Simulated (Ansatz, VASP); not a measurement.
# Two plane-wave programs on BN

POSCAR

```
BN
1.0
    2.6291912895      0.0000000000      0.0000000000
   -1.3145956448      2.2769464481      0.0000000000
    0.0000000000      0.0000000000      6.6612000000
B N
2 2
Direct
    0.3333333333      0.6666666667      0.2500000000
    0.6666666667      0.3333333333      0.7500000000
    0.3333333333      0.6666666667      0.7500000000
    0.6666666667      0.3333333333      0.2500000000
```

INCAR.step1

```
PREC     = Accurate       # precision mode
ENCUT    = 520            # plane-wave cutoff, eV
ISMEAR   = 0              # smearing method
SIGMA    = 0.05           # smearing width, eV
LREAL    = F              # projectors in reciprocal space
LASPH    = T              # aspherical terms in the spheres
NELM     = 100            # most SCF steps
NBANDS   = 16             # bands
GGA      = PE             # functional
ALGO     = Normal         # electronic algorithm
EDIFF    = 1E-4           # SCF threshold, eV
LWAVE    = T              # write WAVECAR
LCHARG   = F              # write CHGCAR
```

Contents of INCAR.step2:

```
PREC     = Accurate       # precision mode
ENCUT    = 520            # plane-wave cutoff, eV
EDIFF    = 1E-6           # SCF threshold, eV
ISMEAR   = 0              # smearing method
SIGMA    = 0.05           # smearing width, eV
LREAL    = F              # projectors in reciprocal space
LASPH    = T              # aspherical terms in the spheres
NELM     = 100            # most SCF steps
ALGO     = Normal         # electronic algorithm
ISIF     = 2              # what is computed and relaxed
LWAVE    = F              # write WAVECAR
LCHARG   = F              # write CHGCAR
METAGGA  = R2SCAN         # meta-GGA
LMIXTAU  = T            
NBANDS   = 16             # bands
ISTART   = 1
```

KPOINTS

```
regular mesh
0
Gamma
  12 12 4
```

Input for Ansatz:

```yaml
crystal:
  lattice:
    - [2.6291912895, 0.0, 0.0]
    - [-1.3145956448, 2.2769464481, 0.0]
    - [0.0, 0.0, 6.6612]
  atoms:
    - { symbol: B, position: [0.3333333333, 0.6666666667, 0.25] }
    - { symbol: B, position: [0.6666666667, 0.3333333333, 0.75] }
    - { symbol: "N", position: [0.3333333333, 0.6666666667, 0.75] }
    - { symbol: "N", position: [0.6666666667, 0.3333333333, 0.25] }
basis:
  ecutwfc: 500
kpoints:
  mp_grid: { grid: [12, 12, 4] }
hamiltonian:
  xc: r2scan
scf:
  occupations: { method: gaussian, width: 0.05 }
output:
  forces: true
  stress: true
  eigenvalues: true
  write_density: true
  write_potential: true
  elf: true
  volumetric_format: npy
```

Change from the starting cell: strain +0.050 along x and y, +0.000 along z, atoms carried along.

Alike in both runs: task single point; functional r2SCAN; k mesh 12 × 12 × 4; occupations gaussian, width 0.05 eV; no spin polarisation.

```csv
,VASP,Ansatz
version,VASP 6.6.1,Ansatz 0.2.0
potentials or method,"VASP PAW PBE potentials, release 64 (B, N), cutoff 520 eV","scalar-relativistic, plane waves, PAW"
valence electrons in the cell,16,16
```

|  | VASP | Ansatz | Ansatz less VASP |
| --- | --- | --- | --- |
| gap on the k mesh at the Fermi level (eV) | 4.58 | 4.55 | -0.029 |
| least direct gap on the mesh (eV) | 4.90 | 4.88 | -0.028 |
| pressure (GPa) | -29.1 | -29.4 | -0.28 |
| traceless stress, the component that is largest in VASP (GPa) | 29.51 | 30.02 | +0.508 |

VASP's potentials were made for PBE, not for r2SCAN. Both programs put the cell under strong tension, so it lies far from rest at this level.
